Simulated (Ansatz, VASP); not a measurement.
SiC in VASP and in Ansatz

```
Si C
1.0
     0.00000    2.16031    2.16031
     2.16031    0.00000    2.16031
     2.16031    2.16031    0.00000
Si C
1 1
Cartesian
  0.0000 0.0102 0.0000
  3.2405 3.2167 3.2405
```

Change from the starting cell: mode 6 frozen in at -0.024 Å, equal normal strain along x, y and z -0.0083.

Alike in both runs: task single point; functional PBEsol; k mesh 10 × 10 × 10; occupations gaussian, width 0.05 eV; no spin polarisation.

|  | VASP | Ansatz |
| --- | --- | --- |
| version | VASP 6.6.1 | Ansatz 0.2.0 |
| potentials or method | VASP PAW PBE potentials, release 64 (Si, C), cutoff 520 eV | scalar-relativistic, plane waves, PAW |
| valence electrons in the cell | 8 | 8 |

```csv
,VASP,Ansatz,Ansatz less VASP
gap on the k mesh at the Fermi level (eV),1.05,1.06,+0.010
least direct gap on the mesh (eV),4.39,4.40,+0.010
pressure (GPa),6.3,6.0,-0.37
"traceless stress, the component that is largest in VASP (GPa)",-2.70,-2.67,+0.031
rms of the force components (eV/Å),0.398,0.397,-0.0011
```

VASP's potentials were made for PBE, not for PBEsol. Atom by atom the forces differ by 0.001 eV/Å (rms over components). With one functional, cell and mesh, what is left measures potentials, basis and numerics.
